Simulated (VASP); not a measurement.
Write the native input for VASP 6.6.1 that does the following.

```yaml
Task: single point
Functional: PBE
Potentials_or_basis: VASP PAW PBE potentials, release 64 (Y_sv, Fe_sv, C, N)
Cutoff: 700 eV
k_mesh: 4 × 4 × 4
Occupations: gaussian, width 0.1 eV
Spin: collinear spin, ferromagnetic start
Starting_moments: "[0.0, 4.0, 0.0, 0.0, 0.0, 0.0, 0.0, 0.0, 0.0, 0.0] μB"
Dipole_correction: no
Further_INCAR_settings: ALGO = Normal; EDIFF = 1e-06; NBANDS = 46
```

The structure of YFeC4N4 lies in POSCAR:

```
YFeC4N4
1.0
    6.1464464954      0.0000000000      0.0000000000
    0.0000000000      6.1464464954      0.0000000000
    0.0000000000      0.0000000000      6.1464464954
Y Fe C N
1 1 4 4
Direct
    0.5000000000      0.5000000000      0.5000000000
    0.0000000000      0.0000000000      0.0000000000
    0.1784096838      0.1784096838      0.1784096838
    0.1784096838      0.8215903162      0.8215903162
    0.8215903162      0.1784096838      0.8215903162
    0.8215903162      0.8215903162      0.1784096838
    0.2896930038      0.2896930038      0.2896930038
    0.2896930038      0.7103069962      0.7103069962
    0.7103069962      0.2896930038      0.7103069962
    0.7103069962      0.7103069962      0.2896930038
```

The input as run:

INCAR

```
SYSTEM = YFeC4N4
  PREC = Accurate
  ENCUT = 700
  EDIFF = 1E-6
  ISMEAR = 0
  SIGMA = 0.1
  LREAL = .False.
  LASPH = .True.
  NELM = 200
  ALGO = Normal
  ISIF = 2
  LWAVE = .False.
  LCHARG = .True.
  ISPIN = 2
  MAGMOM = 0 4 0 0 0 0 0 0 0 0
  LORBIT = 11
  LMAXMIX = 4
  GGA = PE
  LELF = .True.
  LVHAR = .True.
  NBANDS = 46
  GGA_COMPAT = .False.
```

KPOINTS

```
regular mesh
0
Gamma
  4 4 4
  0 0 0
```

Potentials or basis: VASP PAW PBE potentials, release 64 (Y_sv, Fe_sv, C, N).

Command:

```bash
$ cat potpaw_PBE.64/Y_sv/POTCAR potpaw_PBE.64/Fe_sv/POTCAR potpaw_PBE.64/C/POTCAR potpaw_PBE.64/N/POTCAR > POTCAR
$ mpirun -np 1 vasp_std > vasp.out
```

Results of the run:

```json
{
 "Pressure": "0.2 GPa",
 "Largest force": "0.332 eV/Å",
 "Band gap on the k mesh": "0.89 eV",
 "Net moment": "3.00 μB per cell",
 "Site moments": "Y +0.02; Fe +1.99; C -0.01; N +0.06 μB",
 "Valence electrons inside the program's atomic spheres": "Y 9.63; Fe 13.76; C 2.55; N 3.90"
}
```

Caveat: a cell with one magnetic atom can't hold antiferromagnetic order, which such compounds often take.

It took 8.3 min on 1 thread of Intel(R) Xeon(R) Platinum 8259CL CPU @ 2.50GHz (Skylake/Cascade Lake), on a shared host, peak memory 0.7 GiB.
